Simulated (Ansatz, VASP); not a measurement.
## One calculation of V, two programs

```
V
1.0
    -1.51300    1.51300    1.51300
     1.51300   -1.51300    1.51300
     1.51300    1.51300   -1.51300
V
1
Direct
  0.00000 0.00000 0.00000
```

Change from the starting cell: parallel moments scaled by 0.1, free total moment.

Alike in both runs: task single point; functional r2SCAN; k mesh 12 × 12 × 12; occupations fermi-dirac, width 0.1 eV; collinear spin.

|  | VASP | Ansatz |
| --- | --- | --- |
| version | VASP 6.6.1 | Ansatz 0.2.0 |
| potentials or method | VASP PAW PBE potentials, release 64 (V_sv), cutoff 520 eV | PAW, plane waves, scalar-relativistic |
| valence electrons in the cell | 13 | 13 |

Ansatz gave:

| Item | Value |
| --- | --- |
| pressure (GPa) | -6.7 |
| net moment per atom (μB) | 0.40 |
| size of the moment on the site where the two differ most (μB) | 0.32 |

**Question.** What did VASP give for the same quantities?

**Answer.** Pressure (GPa): -6.7; net moment per atom (μB): 0.01; size of the moment on the site where the two differ most (μB): 0.01.

The net moments are unlike, so the other rows may belong to different states. VASP's potentials were made for PBE, not for r2SCAN. Site moments also hang on the region over which each program counts them. Ansatz's warnings: stability check not made.
